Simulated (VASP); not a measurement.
PbSe: single point with PBE

The system is PbSe.

```
Pb Se
1.0
     4.30499    0.00000    0.00000
    -2.15250    3.72823    0.00000
     0.00000    0.00000    7.67423
Pb Se
2 2
Direct
  0.33333 0.66667 0.25000
  0.66667 0.33333 0.75000
  0.00000 0.00000 0.00000
  0.00000 0.00000 0.50000
```

```json
{"Program": "VASP 6.6.1", "Task": "single point", "Functional": "PBE", "Potentials or basis": "VASP PAW PBE potentials, release 64 (Pb_d, Se)", "Cutoff": "520 eV", "k mesh": "8 × 8 × 6", "Occupations": "gaussian, width 0.05 eV", "Spin": "no spin polarisation"}
```

```yaml
Pressure: -0.9 GPa
Band_gap_on_the_k_mesh: 0.30 eV (least direct gap 0.33 eV)
```

Levels at points of the mesh, in eV from the valence-band top:
```
           k point  band 18  band 19  band 20  band 21  band 22  band 23
(0.00, 0.00, 0.00)    -0.55    -0.55     0.00     1.27     2.45     2.45
(0.50, 0.00, 0.00)    -0.90    -0.31    -0.03     0.30     1.80     2.05
(0.00, 0.00, 0.50)    -0.95    -0.95    -0.95     3.12     3.12     3.38
(0.50, 0.00, 0.50)    -1.79    -1.77    -1.77     2.38     2.38     3.71
```

Run time: 88 s on 1 thread of Intel(R) Xeon(R) Platinum 8488C (Sapphire Rapids), with other jobs on the host, peak memory 0.29 GiB.

Caveat: spin-orbit coupling is left out, which moves the levels of the heavy elements. A k mesh can miss the band edges.
